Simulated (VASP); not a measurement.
A run of VASP 6.6.1:

Contents of INCAR:

```
SYSTEM = RbBr
ALGO = Normal ; EDIFF = 1E-7
EDIFFG = -0.005 ; ENCUT = 600
GGA = PS ; IBRION = 2
ISIF = 3 ; ISMEAR = 0
LASPH = .TRUE. ; LCHARG = .FALSE.
LREAL = .FALSE. ; LWAVE = .FALSE.
NELM = 100 ; NSW = 100
PREC = Accurate ; SIGMA = 0.02
```

The input KPOINTS:

```
k-points
0
G
  6 6 6
  0 0 0
```

POSCAR

```
RbBr
1.0
    0.0000000000      3.4275000000      3.4275000000
    3.4275000000      0.0000000000      3.4275000000
    3.4275000000      3.4275000000      0.0000000000
Rb Br
1 1
Direct
    0.0000000000      0.0000000000      0.0000000000
    0.5000000000      0.5000000000      0.5000000000
```

Potentials or basis: VASP PAW PBE potentials, release 64 (Rb_sv, Br).

Launch:

```sh
$ cat potpaw_PBE.64/Rb_sv/POTCAR potpaw_PBE.64/Br/POTCAR > POTCAR
$ mpirun -np 1 vasp_std > vasp.out
```

Hardware: 1 thread of AMD EPYC 7R43 64-Core Processor (Zen 3) (shared host).

Q: Estimate the wall time of this run.

A: Run time: 58 s on 1 thread of AMD EPYC 7R43 64-Core Processor (Zen 3) (shared host), peak memory 0.22 GiB. Counts: scf iterations 20, k points 16, ion steps 2.
